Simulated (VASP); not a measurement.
Wanted: the native input for a VASP 6.6.1 run.

* Task: single point
* Functional: r2SCAN
* Potentials or basis: VASP PAW PBE potentials, release 64 (Pb_d, F)
* Cutoff: 520 eV
* k mesh: 8 × 8 × 8
* Occupations: gaussian, width 0.05 eV
* Spin: non-collinear spin, zero start, spin-orbit coupling
* Starting moments: [[0.0, 0.0, 0.0], [0.0, 0.0, 0.0], [0.0, 0.0, 0.0]] μB
* Dipole correction: no
* Further INCAR settings: ALGO = Normal; EDIFF = 1e-07; NBANDS = 41

Crystal: PbF2.

```
Pb F
1.0
     0.00000    2.96985    2.96985
     2.96985    0.00000    2.96985
     2.96985    2.96985    0.00000
Pb F
1 2
Direct
  0.00000 0.00000 0.00000
  0.25000 0.25000 0.25000
  0.75000 0.75000 0.75000
```

The input as run:

POSCAR

```
PbF2
1.0
    0.0000000000      2.9698479669      2.9698479669
    2.9698479669      0.0000000000      2.9698479669
    2.9698479669      2.9698479669      0.0000000000
Pb F
1 2
Direct
    0.0000000000      0.0000000000      0.0000000000
    0.2500000000      0.2500000000      0.2500000000
    0.7500000000      0.7500000000      0.7500000000
```

INCAR.step1

```
PREC     = Accurate       # precision mode
ENCUT    = 520            # plane-wave cutoff, eV
ISMEAR   = 0              # smearing method
SIGMA    = 0.05           # smearing width, eV
LREAL    = F              # projectors in reciprocal space
LASPH    = T              # aspherical terms in the spheres
NELM     = 150            # most SCF steps
LNONCOLLINEAR= T              # non-collinear magnetism
MAGMOM   = 0 0 0 0 0 0 0 0 0 # initial moments
LSORBIT  = T              # spin-orbit coupling
GGA_COMPAT= F            
NBANDS   = 41             # bands
GGA      = PE             # functional
ALGO     = Normal         # electronic algorithm
EDIFF    = 1E-4           # SCF threshold, eV
LWAVE    = T              # write WAVECAR
LCHARG   = F              # write CHGCAR
```

INCAR.step2

```
PREC     = Accurate       # precision mode
ENCUT    = 520            # plane-wave cutoff, eV
EDIFF    = 1E-7           # SCF threshold, eV
ISMEAR   = 0              # smearing method
SIGMA    = 0.05           # smearing width, eV
LREAL    = F              # projectors in reciprocal space
LASPH    = T              # aspherical terms in the spheres
NELM     = 150            # most SCF steps
ALGO     = Normal         # electronic algorithm
ISIF     = 2              # what is computed and relaxed
LWAVE    = F              # write WAVECAR
LCHARG   = F              # write CHGCAR
LNONCOLLINEAR= T              # non-collinear magnetism
MAGMOM   = 0 0 0 0 0 0 0 0 0 # initial moments
LORBIT   = 11             # projections on sites
LSORBIT  = T              # spin-orbit coupling
GGA_COMPAT= F            
LORBMOM  = T            
METAGGA  = R2SCAN         # meta-GGA
LMIXTAU  = T            
NBANDS   = 41             # bands
ISTART   = 1
```

KPOINTS

```
Automatic mesh
0
Gamma
  8 8 8
```

Potentials or basis: VASP PAW PBE potentials, release 64 (Pb_d, F).

Run with:

```console
$ cat potpaw_PBE.64/Pb_d/POTCAR potpaw_PBE.64/F/POTCAR > POTCAR
$ cp INCAR.step1 INCAR
$ mpirun -np 1 vasp_ncl > vasp.out
$ cp INCAR.step2 INCAR
$ mpirun -np 1 vasp_ncl > vasp.out
```

Results of the run:

```yaml
Pressure: -0.9 GPa
Net_moment: 0.00 μB per cell
Valence_electrons_inside_the_program's_atomic_spheres: Pb 11.68; F 6.09
```

Caveat: the PAW data sets were made with another functional, which shifts forces and pressure a little.

It took 21 min on 1 thread of AMD EPYC 7R43 64-Core Processor (Zen 3), on a shared host, peak memory 0.37 GiB.
